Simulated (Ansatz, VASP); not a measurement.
**W: VASP beside Ansatz**

File INCAR:

```
SYSTEM = W
  ALGO = Normal
  EDIFF = 1E-7
  ENCUT = 520
  GGA = PE
  ISIF = 2
  ISMEAR = -1
  LASPH = .True.
  LCHARG = .True.
  LELF = .True.
  LREAL = .False.
  LVHAR = .True.
  LWAVE = .False.
  NBANDS = 28
  NELM = 60
  PREC = Accurate
  SIGMA = 0.1
```

File KPOINTS:

```
k-points
0
Gamma
  9 9 14
  0 0 0
```

Contents of POSCAR:

```
W
1.0
    4.7485952862      0.0000000000      0.0000000000
   -2.3742976431      4.1124041501      0.0000000000
    0.0000000000      0.0000000000      2.6440073886
W
3
Direct
    0.0000000000      1.0000000000      0.0000000000
    0.3333333333      0.6666666667      0.5000000000
    0.6666666667      0.3333333333      0.5000000000
```

Input for Ansatz:

```yaml
crystal:
  lattice:
    - [4.7485952862, 0.0, 0.0]
    - [-2.3742976431, 4.1124041501, 0.0]
    - [0.0, 0.0, 2.6440073886]
  atoms:
    - { symbol: W, position: [0.0, 1.0, 0.0] }
    - { symbol: W, position: [0.3333333333, 0.6666666667, 0.5] }
    - { symbol: W, position: [0.6666666667, 0.3333333333, 0.5] }
hamiltonian:
  xc: pbe
  pseudopotentials:
    kind: paw
    azcp:
      W: "pseudopotentials/W.paw.azcp"
basis:
  ecutwfc: 420
  fft_grid_basis: typed
kpoints:
  mp_grid: { grid: [9, 9, 14], shift: [0, 0, 0] }
magnetization:
  spin_polarized: false
scf:
  occupations: { method: fermi_dirac, width: 0.1 }
  lower_state_search: "off"
output:
  stress: true
```

Alike in both runs: task single point; functional PBE; k mesh 9 × 9 × 14; occupations fermi-dirac, width 0.1 eV; no spin polarisation.

|  | VASP | Ansatz |
| --- | --- | --- |
| version | VASP 6.6.1 | Ansatz 0.2.0 |
| potentials or method | VASP PAW PBE potentials, release 64 (W_sv), cutoff 520 eV | plane waves (420 eV) with PAW, scalar-relativistic |
| valence electrons in the cell | 42 | 42 |

Ansatz gave:

| Item | Value |
| --- | --- |
| pressure (GPa) | -9.9 |
| traceless stress, the component that is largest in VASP (GPa) | -1.63 |

Problem. Estimate VASP's values.

Solution. Pressure (GPa): -9.5; traceless stress, the component that is largest in VASP (GPa): -1.35.

With one functional, cell and mesh, what is left measures potentials, basis and numerics.

Neither program's run includes spin-orbit coupling.
